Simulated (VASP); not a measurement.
Write the native input for VASP 6.6.1 that does the following.

* Task: single point
* Functional: PBEsol
* Potentials or basis: VASP PAW PBE potentials, release 64 (Y_sv, Ti_sv)
* Cutoff: 520 eV
* k mesh: 7 × 7 × 7
* Occupations: fermi-dirac, width 0.05 eV
* Spin: non-collinear spin, zero start, spin-orbit coupling
* Starting moments: [[0.0, 0.0, 0.0], [0.0, 0.0, 0.0]] μB
* Dipole correction: no
* Further INCAR settings: ALGO = Normal; EDIFF = 1e-07; NBANDS = 35

The structure of YTi lies in POSCAR:

```
YTi
1.0
    0.0000000000      2.7102502500      2.7102502500
    2.7102502500      0.0000000000      2.7102502500
    2.7102502500      2.7102502500      0.0000000000
Y Ti
1 1
Direct
    0.0000000000      0.0000000000      0.0000000000
    0.5000000000      0.5000000000      0.5000000000
```

The input as run:

INCAR

```
  PREC = Accurate
  ENCUT = 520
  EDIFF = 1E-7
  ISMEAR = -1
  SIGMA = 0.05
  LREAL = F
  LASPH = T
  NELM = 150
  ALGO = Normal
  ISIF = 2
  LWAVE = F
  LCHARG = T
  MAGMOM = 0 0 0 0 0 0
  LORBIT = 11
  LSORBIT = T
  GGA_COMPAT = F
  LORBMOM = T
  LMAXMIX = 4
  GGA = PS
  LVHAR = T
  NBANDS = 35
```

KPOINTS

```
regular mesh
0
Gamma
  7 7 7
```

Potentials or basis: VASP PAW PBE potentials, release 64 (Y_sv, Ti_sv).

Run with:

```sh
$ cat potpaw_PBE.64/Y_sv/POTCAR potpaw_PBE.64/Ti_sv/POTCAR > POTCAR
$ mpirun -np 1 vasp_ncl > vasp.out
```

Results of the run:

The pressure is 12.6 GPa and the net moment is 0.00 μB per cell. The valence electrons inside the program's atomic spheres are Y 10.27; Ti 10.48.

Caveat: the PAW data sets were made with another functional, which shifts forces and pressure a little.

Run time: 110 s on 1 thread of AMD EPYC 7R43 64-Core Processor (Zen 3), with other jobs on the host, peak memory 0.27 GiB.
